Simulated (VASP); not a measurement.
Set up this calculation in VASP 6.6.1, as the native input.

| Property | Result |
| --- | --- |
| Task | single point |
| Functional | PBEsol |
| Potentials or basis | VASP PAW PBE potentials, release 64 (Ge_d) |
| Cutoff | 520 eV |
| k mesh | 18 × 18 × 18 |
| Occupations | gaussian, width 0.15 eV |
| Spin | no spin polarisation |
| Dipole correction | no |
| Further INCAR settings | ALGO = Normal; EDIFF = 1e-07; NBANDS = 21 |

The structure of Ge lies in POSCAR:

```
Ge
1.0
    0.0000000000      2.8378807263      2.5186191446
    2.8378807263      0.0000000000      2.5186191446
    2.8378807263      2.8378807263      0.0000000000
Ge
2
Direct
    0.5000000000      0.5000000000      0.5000000000
    0.7500000000      0.7500000000      0.7500000000
```

This cell differs from its parent crystal: strain -0.1125 x Voigt [0, 0, 1, 0, 0, 0].

These files were run (other wordings do the same):

INCAR

```
ALGO = Normal
EDIFF = 1E-7
ENCUT = 520
GGA = PS
ISIF = 2
ISMEAR = 0
LASPH = True
LCHARG = False
LREAL = False
LWAVE = False
NBANDS = 21
NELM = 80
PREC = Accurate
SIGMA = 0.15
```

KPOINTS

```
k-points
0
Gamma
  18 18 18
```

Potentials or basis: VASP PAW PBE potentials, release 64 (Ge_d).

Command:

```console
$ cat potpaw_PBE.64/Ge_d/POTCAR > POTCAR
$ mpirun -np 1 vasp_std > vasp.out
```

It gave:

```
Pressure               : 10.1 GPa
Band gap on the k mesh : zero (bands 14 and 15 overlap by 1.05 eV)
```

Caveat: the cell differs from its parent crystal (strain -0.1125 x Voigt [0, 0, 1, 0, 0, 0]); the stress differs along the axes, from 8 to 14 GPa; the PAW data sets were made with another functional, which shifts forces and pressure a little.

Wall time 8.7 min on 1 thread of Intel Xeon 8259CL (shared host), peak memory 0.42 GiB.
